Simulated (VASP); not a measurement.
Here is a VASP 6.6.1 calculation.

POSCAR

```
Pb
1.0
    5.6661142213      0.0000000000      0.0000000000
   -2.8330571107      4.9069988564      0.0000000000
    0.0000000000      0.0000000000      3.3589985099
Pb
3
Direct
    0.0000000000      0.0000000000      0.0000000000
    0.3333333333      0.6666666667      0.5000000000
    0.6666666667      0.3333333333      0.5000000000
```

INCAR.step1

```
SYSTEM = Pb
PREC = Accurate
ENCUT = 520
ISMEAR = 0
SIGMA = 0.1
LREAL = .FALSE.
LASPH = .TRUE.
NELM = 80
NBANDS = 28
GGA = PE
ALGO = Normal
EDIFF = 1E-4
LWAVE = .TRUE.
LCHARG = .FALSE.
```

The input INCAR.step2:

```
SYSTEM = Pb
PREC = Accurate
ENCUT = 520
EDIFF = 1E-6
ISMEAR = 0
SIGMA = 0.1
LREAL = .FALSE.
LASPH = .TRUE.
NELM = 80
ALGO = Normal
ISIF = 2
LWAVE = .FALSE.
LCHARG = .FALSE.
METAGGA = R2SCAN
LMIXTAU = .TRUE.
NBANDS = 28
ISTART = 1
```

KPOINTS

```
regular mesh
0
G
  6 6 8
  0 0 0
```

Potentials or basis: VASP PAW PBE potentials, release 64 (Pb_d).

Run with:

```bash
$ cat potpaw_PBE.64/Pb_d/POTCAR > POTCAR
$ cp INCAR.step1 INCAR
$ mpirun -np 1 vasp_std > vasp.out
$ cp INCAR.step2 INCAR
$ mpirun -np 1 vasp_std > vasp.out
```

(1) What does it give for the pressure?

(2) Predict the band gap on the k mesh.

Results:

(1) -0.1 GPa.

(2) zero (band 21 reaches 8.13 eV, above the bottom of band 22 at 4.83 eV).

Caveat: the PAW data sets were made with another functional, which shifts forces and pressure a little; spin-orbit coupling is left out, which moves the levels of the heavy elements.
